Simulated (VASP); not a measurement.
A run of VASP 6.6.1 is set up as follows.

The input INCAR:

```
  ALGO = Normal
  EDIFF = 1E-8
  ENCUT = 520
  GGA = PE
  ISIF = 2
  ISMEAR = -1
  LASPH = True
  LCHARG = False
  LEFG = True
  LREAL = False
  LWAVE = False
  NBANDS = 16
  NELM = 60
  PREC = Accurate
  SIGMA = 0.02
```

KPOINTS

```
k-points
0
Gamma
  10 10 6
```

File POSCAR:

```
AlN
1.0
    3.1130000000      0.0000000000      0.0000000000
   -1.5565000000      2.6959370820      0.0000000000
    0.0000000000      0.0000000000      4.9810000000
Al N
2 2
Direct
    0.3333333333      0.6666666667     -0.0009850666
    0.6666666667      0.3333333333      0.4990149334
    0.3333333333      0.6666666667      0.3809850666
    0.6666666667      0.3333333333      0.8809850666
```

Potentials or basis: VASP PAW PBE potentials, release 64 (Al, N).

Launch:

```sh
$ cat potpaw_PBE.64/Al/POTCAR potpaw_PBE.64/N/POTCAR > POTCAR
$ mpirun -np 1 vasp_std > vasp.out
```

Task: What does it give for the pressure?

Result: 3.4 GPa.

Task: Estimate the band gap on the k mesh.

Result: 4.19 eV.

Electric field gradients, principal values (V/Å²):
| atom | least | middle | greatest (by size) |
| --- | --- | --- | --- |
| 1 Al | -2.487 | -2.487 | 4.974 |
| 2 Al | -2.487 | -2.487 | 4.974 |
| 3 N | 0.014 | 0.015 | -0.029 |
| 4 N | 0.014 | 0.015 | -0.029 |

Caveat: the cell stands under pressure; without QUAD_EFG the Cq values of the log hold for a quadrupole moment of 1 mb, not for the nuclei. A k mesh can miss the band edges.
